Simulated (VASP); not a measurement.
Write the native input for VASP 6.6.1 that does the following.

```
Task                   : single point
Functional             : PBE
Potentials or basis    : VASP PAW PBE potentials, release 64 (Nb_sv)
Cutoff                 : 520 eV
k mesh                 : 16 × 16 × 16
Occupations            : fermi-dirac, width 0.0612256 eV
Spin                   : no spin polarisation
Dipole correction      : no
Further INCAR settings : ALGO = Normal; EDIFF = 1e-07; NBANDS = 20
```

The structure of Nb lies in POSCAR:

```
Nb
1.0
    0.0000000000      2.9946725450      2.9946725450
    2.9946725450      0.0000000000      2.9946725450
    2.9946725450      2.9946725450      0.0000000000
Nb
2
Direct
    0.0000000000      0.0000000000      0.0000000000
    0.2500000000      0.2500000000      0.2500000000
```

One way to write it, as run:

INCAR

```
SYSTEM = Nb
ALGO = Normal
EDIFF = 1E-7
ENCUT = 520
GGA = PE
ISIF = 2
ISMEAR = -1
LASPH = .TRUE.
LCHARG = .FALSE.
LREAL = .FALSE.
LWAVE = .FALSE.
NBANDS = 20
NELM = 100
PREC = Accurate
SIGMA = 0.06122561905347299
```

KPOINTS

```
k-points
0
G
  16 16 16
  0 0 0
```

Potentials or basis: VASP PAW PBE potentials, release 64 (Nb_sv).

Run with:

```sh
$ cat potpaw_PBE.64/Nb_sv/POTCAR > POTCAR
$ mpirun -np 1 vasp_std > vasp.out
```

Results of the run:

```
Pressure               : -2.5 GPa
Band gap on the k mesh : zero (band 13 reaches 6.95 eV, above the bottom of band 14 at 5.60 eV)
```

Wall time 2.5 min on 1 thread of Intel(R) Xeon(R) Platinum 8124M CPU @ 3.00GHz (Skylake/Cascade Lake), with other jobs on the host, peak memory 0.26 GiB.
